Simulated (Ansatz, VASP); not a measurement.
Two plane-wave programs on Pb

```
CELL_PARAMETERS angstrom
4.06430 2.34652 6.93126
-4.06430 2.34652 6.93126
0.00000 -4.69304 6.93126
ATOMIC_POSITIONS crystal
Pb 0.01019 0.65361 0.01019
Pb 0.01019 0.01019 0.65361
Pb 0.65361 0.01019 0.01019
Pb 0.98981 0.34639 0.98981
Pb 0.34639 0.98981 0.98981
Pb 0.98981 0.98981 0.34639
Pb 0.22118 0.63060 0.22118
Pb 0.22118 0.22118 0.63060
Pb 0.63060 0.22118 0.22118
Pb 0.77882 0.36940 0.77882
Pb 0.36940 0.77882 0.77882
Pb 0.77882 0.77882 0.36940
```

Alike in both runs: task single point; functional r2SCAN; k mesh 3 × 3 × 3; occupations gaussian, width 0.1 eV; no spin polarisation.

|  | VASP | Ansatz |
| --- | --- | --- |
| version | VASP 6.6.1 | Ansatz 0.2.0 |
| potentials or method | VASP PAW PBE potentials, release 64 (Pb_d), cutoff 520 eV | scalar-relativistic, plane waves, PAW |
| valence electrons in the cell | 168 | 168 |

```tsv
	VASP	Ansatz	Ansatz less VASP
gap on the k mesh at the Fermi level (eV)	none	none	-
pressure (GPa)	16.8	16.7	-0.06
traceless stress, the component that is largest in VASP (GPa)	2.07	2.09	+0.015
rms of the force components (eV/Å)	1.137	1.125	-0.0127
```

VASP's potentials were made for PBE, not for r2SCAN. Atom by atom the forces differ by 0.014 eV/Å (rms over components). A gap of «none» marks a metal or a gap that the smearing closes. With one functional, cell and mesh, what is left measures potentials, basis and numerics.

Spin-orbit coupling is off throughout.
